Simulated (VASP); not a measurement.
# MgS (P1) in VASP: single point with PBE

Aim: the single point of MgS with PBE.

Program: VASP 6.6.1. These are calculated values, not measurements. Logs are shortened: lines on timing, memory, paths and dates and some standing lists are left out, and cuts for length are marked.

## (1) The cell of the first run

The typed cell holds 16 atoms: a = 7.383 Å, b = 7.383 Å, c = 7.383 Å, α = 60.00°, β = 60.00°, γ = 60.00°.

## (2) Single point, PBE (dynamics (nve) at 450 K, volume x 1.01, from the last frame before)

INCAR

```
PREC = Accurate ; ENCUT = 520
EDIFF = 1E-7 ; ISMEAR = -1
SIGMA = 0.0388 ; LREAL = Auto
LASPH = True ; NELM = 80
ALGO = Normal ; ISIF = 2
LWAVE = False ; LCHARG = False
GGA = PE ; NBANDS = 46
```

KPOINTS

```
Automatic mesh
0
Gamma
  2 2 2
  0.5 0.5 0.5
```

POSCAR

```
MgS
1.0
    5.2205868380      0.0000000000     -5.2205868380
    0.0000000000      5.2205868380     -5.2205868380
    5.2205868380      5.2205868380      0.0000000000
Mg S
8 8
Direct
    0.4945852986      0.4945755296      0.0259533084
    0.4914248301      0.4912920864      0.4909007511
    0.4974002120      0.0019610822      0.0147215251
    0.5161232987      0.0132507134      0.4782585900
    0.0175150807      0.5161687917     -0.0100988647
   -0.0161931029      0.4981234066      0.5101471506
    0.0012762933     -0.0107790564     -0.0167385397
    0.0051334267     -0.0083901487      0.5060993298
    0.2334531611      0.2602405711      0.7493583808
    0.2547114034      0.2530801691      0.2489869511
    0.2636241945      0.7538221511      0.7226032469
    0.2422124254      0.7492475696      0.2543691047
    0.7492436428      0.2471862915      0.7425763847
    0.7566069912      0.2523360957      0.2579745423
    0.7350065460      0.7392099049      0.7724444828
    0.7596334709      0.7477564537      0.2522604337
```

Potentials or basis: VASP PAW PBE potentials, release 64 (Mg, S).

Run with:

```bash
> cat potpaw_PBE.64/Mg/POTCAR potpaw_PBE.64/S/POTCAR > POTCAR
> mpirun -np 1 vasp_std > vasp.out
```

OUTCAR:

```text
PREC = Accurate
   ENCUT = 520
   EDIFF = 1E-7
   ISMEAR = -1
   LREAL = Auto
   LASPH = True
   NELM = 80
   ISIF = 2
   GGA = PE

 ion  position               nearest neighbor table
   1  0.495  0.495  0.026-  10 2.52  12 2.53  15 2.53  14 2.58  13 2.78  11 2.80   2 3.41   4 3.45
                             5 3.58
   2  0.491  0.491  0.491-  14 2.47  12 2.54   9 2.56  11 2.59  13 2.66  16 2.75   1 3.41   4 3.49
                             5 3.60   8 3.65   3 3.65   6 3.65
   3  0.497  0.002  0.015-  10 2.53  13 2.60  16 2.61  15 2.64  12 2.65   9 2.76   4 3.54   7 3.57
                             8 3.63   2 3.65
   4  0.516  0.013  0.478-  14 2.51  10 2.56  16 2.57  11 2.67  15 2.70   9 2.71   1 3.45   2 3.49
                             3 3.54   7 3.62   6 3.64   8 3.64
   5  0.018  0.516  0.990-  11 2.53  16 2.58  10 2.59   9 2.60  15 2.63  14 2.74   7 3.41   8 3.54
                             1 3.58   2 3.60
   6  0.984  0.498  0.510-  16 2.52  13 2.54   9 2.55  15 2.63  10 2.65  12 2.66   7 3.63   4 3.64
                             2 3.65
   7  0.001  0.989  0.983-  16 2.53  13 2.57  11 2.59   9 2.63  12 2.68  14 2.81   5 3.41   8 3.50
                             3 3.57   4 3.62   6 3.63
   8  0.005  0.992  0.506-  11 2.48  13 2.57  12 2.58  14 2.59  10 2.67  15 2.73   7 3.50   5 3.54
                             3 3.63   4 3.64   2 3.65
   9  0.233  0.260  0.749-   6 2.55   2 2.56   5 2.60   7 2.63   4 2.71   3 2.76
  10  0.255  0.253  0.249-   1 2.52   3 2.53   4 2.56   5 2.59   6 2.65   8 2.67
  11  0.264  0.754  0.723-   8 2.48   5 2.53   2 2.59   7 2.59   4 2.67   1 2.80
  12  0.242  0.749  0.254-   1 2.53   2 2.54   8 2.58   3 2.65   6 2.66   7 2.68
  13  0.749  0.247  0.743-   6 2.54   8 2.57   7 2.57   3 2.60   2 2.66   1 2.78
  14  0.757  0.252  0.258-   2 2.47   4 2.51   1 2.58   8 2.59   5 2.74   7 2.81
  15  0.735  0.739  0.772-   1 2.53   5 2.63   6 2.63   3 2.64   4 2.70   8 2.73
  16  0.760  0.748  0.252-   6 2.52   7 2.53   4 2.57   5 2.58   3 2.61   2 2.75

  LATTYP: Found a face centered cubic cell.
 ALAT       =    10.4411736760

  Lattice vectors:

 A1 = (   5.2205868380,   0.0000000000,  -5.2205868380)
 A2 = (   0.0000000000,   5.2205868380,  -5.2205868380)
 A3 = (   5.2205868380,   5.2205868380,   0.0000000000)

Analysis of symmetry for initial positions (statically):
=====================================================================
 Subroutine PRICEL returns:
 Original cell was already a primitive cell.

 Routine SETGRP: Setting up the symmetry group for a
 face centered cubic supercell.

 Subroutine GETGRP returns: Found  1 space group operations
 (whereof  1 operations were pure point group operations)
 out of a pool of 48 trial point group operations.

The static configuration has the point symmetry C_1 .

Analysis of symmetry for dynamics (positions and initial velocities):
=====================================================================
 Subroutine PRICEL returns:
 Original cell was already a primitive cell.

 Routine SETGRP: Setting up the symmetry group for a
 face centered cubic supercell.

 Subroutine GETGRP returns: Found  1 space group operations
 (whereof  1 operations were pure point group operations)
 out of a pool of 48 trial point group operations.

The dynamic configuration has the point symmetry C_1 .

 Subroutine INISYM returns: Found  1 space group operations
 (whereof  1 operations are pure point group operations),
 and found     1 'primitive' translations

----------------------------------------------------------------------------------------

                                     Primitive cell

  volume of cell :     284.5692

  direct lattice vectors                    reciprocal lattice vectors
     5.220586838  0.000000000 -5.220586838     0.095774674 -0.095774674 -0.095774674
     0.000000000  5.220586838 -5.220586838    -0.095774674  0.095774674 -0.095774674
     5.220586838  5.220586838  0.000000000     0.095774674  0.095774674  0.095774674

  length of vectors
     7.383024710  7.383024710  7.383024710     0.165886601  0.165886601  0.165886601

  position of ions in fractional coordinates (direct lattice)
     0.494585299  0.494575530  0.025953308
     0.491424830  0.491292086  0.490900751
     0.497400212  0.001961082  0.014721525
     0.516123299  0.013250713  0.478258590
     0.017515081  0.516168792  0.989901135
     0.983806897  0.498123407  0.510147151
[... 8 lines left out ...]
     0.735006546  0.739209905  0.772444483
     0.759633471  0.747756454  0.252260434

  ion indices of the primitive-cell ions
   primitive index   ion index
                 1           1
                 2           2
                 3           3
                 4           4
                 5           5
                 6           6
[... 8 lines left out ...]
                15          15
                16          16

----------------------------------------------------------------------------------------

 KPOINTS: Automatic mesh

Automatic generation of k-mesh.
 Grid dimensions read from file:
 generate k-points for:    2    2    2

 Generating k-lattice:

  Cartesian coordinates                     Fractional coordinates (reciprocal lattice)
     0.047887337 -0.047887337 -0.047887337     0.500000000  0.000000000  0.000000000
    -0.047887337  0.047887337 -0.047887337     0.000000000  0.500000000  0.000000000
     0.047887337  0.047887337  0.047887337     0.000000000  0.000000000  0.500000000

  Length of vectors
     0.082943300  0.082943300  0.082943300

  Shift w.r.t. Gamma in fractional coordinates (k-lattice)
     0.500000000  0.500000000  0.500000000

 Subroutine IBZKPT returns following result:
 ===========================================

 Found     16 irreducible k-points:

 Following reciprocal coordinates:
            Coordinates               Weight
  0.250000  0.250000  0.250000      2.000000
  0.250000  0.000000  0.000000      2.000000
  0.000000  0.000000 -0.250000      2.000000
  0.000000  0.250000  0.000000      2.000000
 -0.250000  0.250000  0.250000      2.000000
  0.250000 -0.250000  0.250000      2.000000
[... 8 lines left out ...]
  0.000000  0.250000  0.500000      2.000000
  0.500000  0.250000  0.000000      2.000000
   k-points           NKPTS =     16   k-points in BZ     NKDIM =     16   number of bands    NBANDS=     46
   number of dos      NEDOS =    301   number of ions     NIONS =     16
   total plane-waves  NPLWV = 175616
   dimension x,y,z NGX =    56 NGY =   56 NGZ =   56
   dimension x,y,z NGXF=   112 NGYF=  112 NGZF=  112
   ions per type =               8   8
   NGX,Y,Z   is equivalent  to a cutoff of  12.61, 12.61, 12.61 a.u.
   NGXF,Y,Z  is equivalent  to a cutoff of  25.22, 25.22, 25.22 a.u.
 SYSTEM =  unknown system
   PREC   = accura    normal or accurate (medium, high low for compatibility)
   ISTART =      0    job   : 0-new  1-cont  2-samecut
   ICHARG =      2    charge: 1-file 2-atom 10-const
   ISPIN  =      1    spin polarized calculation?
   LNONCOLLINEAR =      F non collinear calculations
   LSORBIT =      F    spin-orbit coupling
   LASPH  =      T    aspherical Exc in radial PAW
   ENCUT  =  520.0 eV  38.22 Ry    6.18 a.u.  13.73 13.73 13.73*2*pi/ulx,y,z
   NELM   =     80;   NELMIN=  2; NELMDL= -5     # of ELM steps
   EDIFF  = 0.1E-06   stopping-criterion for ELM
   LREAL  =      T    real-space projection
   EDIFFG = 0.1E-05   stopping-criterion for IOM
   NSW    =      0    number of steps for IOM
   IBRION =     -1    ionic relax: 0-MD 1-quasi-New 2-CG
   NFREE  =      0    steps in history (QN), initial steepest desc. (CG)
   ISIF   =      2    stress and relaxation
   ISYM   =      2    0-nonsym 1-usesym 2-fastsym
   POTIM  = 0.5000    time-step for ionic-motion
   TEBEG  =    0.0;   TEEND  =   0.0 temperature during run
   PSTRESS=    0.0 pullay stress
   NELECT =      64.0000    total number of electrons
   NUPDOWN=      -1.0000    fix difference up-down
   EMIN   =  10.00;   EMAX   =-10.00  energy-range for DOS
   EFERMI =   0.00;   METHOD = LEGACY
   ISMEAR =    -1;   SIGMA  =   0.04  broadening in eV -4-tet -1-fermi 0-gaus
   EFERMI_NEDOS =   21; number of points for ismear=-14 and -15
   IALGO  =     38    algorithm
   IMIX   =      4    mixing-type and parameters
     AMIX     =   0.40;   BMIX     =  1.00
     AMIX_MAG =   1.60;   BMIX_MAG =  1.00
  volume/ion in A,a.u.               =      17.79       120.02
  Fermi-wavevector in a.u.,A,eV,Ry     =   0.995571  1.881356 13.485568  0.991161
  Thomas-Fermi vector in A             =   2.127600
   LORBIT       =      0    0 simple, 1 ext, 2 COOP (PROOUT), +10 PAW based schemes
   GGA     = PE    functional components
   LHFCALC =     F    Hartree Fock is set to
   AEXX    =    0.0000 exact exchange contribution
   IVDW    =     0    specifies the selected vdW correction
   LEPSILON=     F    determine dielectric tensor
   LRPA    =     F    only Hartree local field effects (RPA)
 non-spin polarized calculation
  energy-cutoff  :      520.00
  volume of cell :      284.57
 maximum number of plane-waves:      7666
 NGX is ok and might be reduce to    56
   NGX = 27   NGY = 27   NGZ = 27

 number of electron      64.0000000 magnetization

 Free energy of the ion-electron system (eV)
  ---------------------------------------------------
  ext. energy  EPLUGINS =         0.00000000
  ---------------------------------------------------
  free energy    TOTEN  =       -67.63397842 eV

  energy without entropy =      -67.63397842  energy(sigma->0) =      -67.63397842

 E-fermi :   4.4898     XC(G=0):  -9.6427

 val. band max:        3.5972016020   @ k =   0.0000   0.0000  -0.2500
 cond. band min:       6.9781154368   @ k =   0.2500   0.2500   0.2500
 fundamental gap:      3.3809138348
 Fermi energy:         4.4897561222

 k-point     1 :       0.2500    0.2500    0.2500
  band No.  band energies     occupation
      1      -8.8609      2.00000
      2      -7.9619      2.00000
      3      -7.7721      2.00000
      4      -7.7033      2.00000
      5      -7.6577      2.00000
      6      -7.3987      2.00000
[... 36 lines left out ...]
     43       8.9567      0.00000
     44       9.8972      0.00000
[... 663 lines left out ...]
      3      -7.9724      2.00000
      4      -7.7131      2.00000
      5      -7.5994      2.00000
      6      -7.5769      2.00000
[... 36 lines left out ...]
     43       9.9893      0.00000
     44      10.3394      0.00000
 [bands above 44 left out]

------------------------ aborting loop because EDIFF is reached ----------------------------------------

  FORCE on cell =-STRESS in cart. coord.  units (eV):
  Direction    XX          YY          ZZ          XY          YZ          ZX
  --------------------------------------------------------------------------------------
  -------------------------------------------------------------------------------------
  Total        1.3521442      1.4044401      1.2108289      0.0787432     -0.1350887      0.0897582
  in kB        7.6128212      7.9072567      6.8171898      0.4433388     -0.7605742      0.5053550
  external PRESSURE =       7.4457559 kB  Pullay stress =       0.0000000 kB

 VOLUME and BASIS-vectors are now :
 -----------------------------------------------------------------------------
  energy-cutoff  :      520.00
  volume of cell :      284.57
      direct lattice vectors                 reciprocal lattice vectors
     5.220586838  0.000000000 -5.220586838     0.095774674 -0.095774674 -0.095774674
     0.000000000  5.220586838 -5.220586838    -0.095774674  0.095774674 -0.095774674
     5.220586838  5.220586838  0.000000000     0.095774674  0.095774674  0.095774674

 POSITION                                       TOTAL-FORCE (eV/Angst)
 -----------------------------------------------------------------------------------
      2.71752      2.71747     -5.16400        -0.212647     -0.397206     -0.352582
      5.12832      5.12762     -5.13036         0.305477      0.310037     -0.091654
      2.67358      0.08709     -2.60696        -0.356314     -0.414978      0.085429
      5.19126      2.56597     -2.76364         0.414829      0.330726      0.388181
      5.25930      7.86257     -2.78614        -0.236583     -0.262832      0.445642
      7.79932      5.26376     -7.73655         0.245254      0.190836     -0.134408
[... 8 lines left out ...]
      7.86978      7.89172     -7.69627        -0.188563      0.035829     -0.489361
      5.28268      5.22068     -7.86946        -0.342704     -0.053628      0.057735
 -----------------------------------------------------------------------------------
    total drift:                               -0.000399     -0.000036     -0.002435

  FREE ENERGIE OF THE ION-ELECTRON SYSTEM (eV)
  ---------------------------------------------------
  free  energy   TOTEN  =       -67.6339784234 eV

  energy  without entropy=      -67.6339784233  energy(sigma->0) =      -67.63397842
```

It took 7.9 min on 1 thread of Intel Xeon 6975P-C, shared host; peak memory 0.47 GiB.

Results:

```
Free energy            : -67.6340 eV
Pressure               : 0.7 GPa
Largest force          : 0.657 eV/Å
Band gap on the k mesh : 3.38 eV, indirect (the least direct gap lies 4.6 meV higher)
```

Forces in eV/Å, atoms in the order of the input:
```
Mg  -0.213 -0.397 -0.353
Mg   0.305  0.310 -0.092
Mg  -0.356 -0.415  0.085
Mg   0.415  0.331  0.388
Mg  -0.237 -0.263  0.446
Mg   0.245  0.191 -0.134
Mg   0.165  0.285 -0.445
Mg  -0.335  0.038  0.177
S    0.431 -0.224  0.129
S   -0.112 -0.042  0.051
S    0.462  0.358  0.077
S   -0.263  0.066 -0.156
S    0.148  0.277  0.256
S   -0.125 -0.496  0.002
S   -0.189  0.036 -0.489
S   -0.343 -0.054  0.058
```

Stress tensor (GPa, compression positive):
```
 0.76  0.04  0.05
 0.04  0.79 -0.08
 0.05 -0.08  0.68
```

 A k mesh can miss the band edges.
